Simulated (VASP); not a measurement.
LiSi16 (a cell with a defect), 17 atoms in the cell. The cell holds a defect, 17 atoms: a = 7.679 Å, b = 7.679 Å, c = 7.679 Å, α = 60.00°, β = 60.00°, γ = 60.00°. 

| Property | Result |
| --- | --- |
| Program | VASP 6.6.1 |
| Task | single point |
| Functional | LDA |
| Potentials or basis | VASP PAW LDA potentials, release 64 (Si, Li_sv) |
| Cutoff | 520 eV |
| k mesh | 2 × 2 × 2 |
| Occupations | gaussian, width 0.05 eV |
| Spin | collinear spin, zero start |
| Starting moments | [0.0, 0.0, 0.0, 0.0, 0.0, 0.0, 0.0, 0.0, 0.0, 0.0, 0.0, 0.0, 0.0, 0.0, 0.0, 0.0, 0.0] μB |
| Dipole correction | no |
| Further INCAR settings | LREAL = Auto; ALGO = Normal; EDIFF = 1e-06; NBANDS = 52 |

Potentials or basis: VASP PAW LDA potentials, release 64 (Si, Li_sv).

Command:

```sh
$ cat potpaw_LDA.64/Si/POTCAR potpaw_LDA.64/Li_sv/POTCAR > POTCAR
$ mpirun -np 1 vasp_std > vasp.out
```

Hardware: 1 thread of Intel(R) Xeon(R) 6975P-C (Granite Rapids), with other jobs on the host.

Question: Estimate the wall time of this run.

Answer: It took 4.4 min on 1 thread of Intel(R) Xeon(R) 6975P-C (Granite Rapids), on a shared host, peak memory 0.45 GiB. Counts: scf iterations 13, k points 6.
